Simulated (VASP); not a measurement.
The system is Sc.

```
Sc
1.0
     3.24145    0.00000    0.00000
    -1.62073    2.80718    0.00000
     0.00000    0.00000    5.16565
Sc
2
Direct
  0.66667 0.33333 0.75000
  0.33333 0.66667 0.25000
```

Base run:

- Program: VASP 6.6.1
- Functional: PBEsol
- Potentials or basis: VASP PAW PBE potentials, release 64 (Sc_sv)
- Cutoff: 520 eV
- k mesh: 9 × 9 × 5
- Occupations: fermi-dirac, width 0.05 eV
- Spin: no spin polarisation

Its results: band gap on the k mesh zero (bands 11 and 12 overlap by 1.24 eV); pressure 0.5 GPa.

**Question.** The run is repeated on the same cell with these changes: functional from PBEsol to PBE. What comes out?

**Answer.** Band gap on the k mesh zero (bands 11 and 12 overlap by 1.24 eV); pressure 3.0 GPa.

PBE binds less tightly than PBEsol, so the same cell stands under more pressure.

Caveats: the PAW data sets were made with another functional, which shifts forces and pressure a little (at least some runs).
